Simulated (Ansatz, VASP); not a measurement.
**Sc: VASP beside Ansatz**

```
Sc
1.0
     3.28659    0.00000    0.00000
    -1.64330    2.84627    0.00000
     0.00000    0.00000    5.23264
Sc
2
Direct
  0.33333 0.66667 0.25000
  0.66667 0.33333 0.75000
```

Change from the starting cell: volume scaled by 0.98.

Alike in both runs: task single point; functional LDA; k mesh 13 × 13 × 7; occupations fermi-dirac, width 0.03 eV; no spin polarisation.

|  | VASP | Ansatz |
| --- | --- | --- |
| version | VASP 6.6.1 | Ansatz 0.2.0 |
| potentials or method | VASP PAW LDA potentials, release 64 (Sc_sv), cutoff 520 eV | all-electron LAPW, scalar-relativistic |

```csv
,VASP,Ansatz,Ansatz less VASP
pressure (GPa),-4.3,-4.4,-0.05
"traceless stress, the component that is largest in VASP (GPa)",-1.27,-1.27,-0.005
```

LDA's correlation is that of Perdew and Zunger in VASP and of Perdew and Wang (1992) in Ansatz. Ansatz ran all-electron here, and VASP with PAW potentials.
